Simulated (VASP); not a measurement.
Ga:

```
Ga
1.0
     2.71648    0.00000    0.00000
     0.00000    2.71648    0.00000
     0.00000    0.00000    2.71648
Ga
1
Direct
  0.00000 0.00000 0.00000
```

This isn't the form of Ga at room conditions, which is orthorhombic.

- Program: VASP 6.6.1
- Task: relaxation of cell and atoms
- Functional: B3LYP
- Potentials or basis: VASP PAW PBE potentials, release 64 (Ga_d)
- Cutoff: 600 eV
- k mesh: 5 × 5 × 5
- Occupations: fermi-dirac, width 0.05 eV
- Spin: no spin polarisation

At the start: pressure 2.1 GPa; volume 20.05 Å³/atom.

Problem. Where does the relaxation end?

Solution. Over 4 steps the energy falls by 6.9 meV/atom and the volume is 21.00 Å³/atom (+4.7 %); space group Pm-3m (No. 221, to 0.1 Å) before and after.

The path:
| step | energy change (eV) | largest force (eV/Å) | pressure (GPa) | volume (Å³) |
| --- | --- | --- | --- | --- |
| 1 | 0.0000 | 0.0000 | 2.09 | 20.05 |
| 2 | -0.0065 | 0.0000 | 0.39 | 20.82 |
| 3 | -0.0068 | 0.0000 | 0.12 | 20.94 |
| 4 | -0.0069 | 0.0000 | -0.03 | 21.00 |

Final structure:
```yaml
crystal:
  lattice:
    - [2.75872, 0.00000, 0.00000]
    - [0.00000, 2.75872, 0.00000]
    - [0.00000, 0.00000, 2.75872]
  atoms:
    - { symbol: Ga, position: [0.00000, 0.00000, 0.00000] }
```

Caveat: the k points lie up to 0.46 Å⁻¹ apart in the final cell, too coarse for converged energies and pressures of a metal; the PAW data sets were made with another functional, which shifts forces and pressure a little.
